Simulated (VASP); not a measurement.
## Si: single point with LDA

The system is Si.

```
Si
1.0
     2.75157    0.00000    0.00000
    -1.37578    2.38293    0.00000
     0.00000    0.00000    2.52801
Si
1
Direct
  0.00000 0.00000 0.00000
```

This cell differs from its parent crystal: strain +0.050 along x and y, +0.025 along z.

- Program: VASP 6.6.1
- Task: single point
- Functional: LDA
- Potentials or basis: VASP PAW LDA potentials, release 64 (Si)
- Cutoff: 520 eV
- k mesh: 24 × 24 × 20
- Occupations: gaussian, width 0.15 eV
- Spin: no spin polarisation

```json
{
  "Pressure": "-10.8 GPa",
  "Band gap on the k mesh": "zero (bands 2 and 3 overlap by 11.67 eV)"
}
```

Stress tensor (GPa, compression positive):
```
-11.61   0.00   0.00
  0.00 -11.61   0.00
  0.00   0.00  -9.24
```

Levels at points of the mesh, in eV from the Fermi level:
```
           k point  band 1  band 2  band 3  band 4  band 5  band 6  band 7
(0.00, 0.00, 0.00)  -13.06    7.63    7.77    8.56    8.56   11.55   11.55
(0.50, 0.00, 0.00)   -7.52   -6.06    4.27    6.25   11.67   15.00   15.56
(0.00, 0.00, 0.50)   -8.48   -6.38   11.74   11.74   14.22   14.22   15.22
(0.50, 0.00, 0.50)   -2.42   -2.24   -2.08    1.96    7.59   11.30   11.66
```

Wall time 68 s on 1 thread of Intel Xeon 8259CL, with other jobs on the host, peak memory 0.17 GiB.

Caveat: the cell differs from its parent crystal (strain +0.050 along x and y, +0.025 along z); the cell stands under tension.
